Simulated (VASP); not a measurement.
Here is a VASP 6.6.1 calculation.

The input INCAR:

```
PREC = Accurate ; ENCUT = 600
EDIFF = 1E-7 ; ISMEAR = -1
SIGMA = 0.1 ; LREAL = False
LASPH = True ; NELM = 100
ALGO = Normal ; ISIF = 3
LWAVE = False ; LCHARG = False
IBRION = 2 ; NSW = 100
EDIFFG = -0.002
```

KPOINTS

```
Automatic mesh
0
Gamma
  20 20 20
```

POSCAR

```
LiF
1.0
    0.0000000000      2.0140000000      2.0140000000
    2.0140000000      0.0000000000      2.0140000000
    2.0140000000      2.0140000000      0.0000000000
Li F
1 1
Direct
    0.0000000000      0.0000000000      0.0000000000
    0.5000000000      0.5000000000      0.5000000000
```

Potentials or basis: VASP PAW LDA potentials, release 64 (Li_sv, F).

Launch:

```sh
$ cat potpaw_LDA.64/Li_sv/POTCAR potpaw_LDA.64/F/POTCAR > POTCAR
$ mpirun -np 1 vasp_std > vasp.out
```

(1) Estimate the relaxed cell.

(2) What does it give for the band gap on the k mesh?

## Answers

(1) a = 2.755 Å, b = 2.755 Å, c = 2.755 Å, α = 60.00°, β = 60.00°, γ = 60.00°.

(2) 9.78 eV.
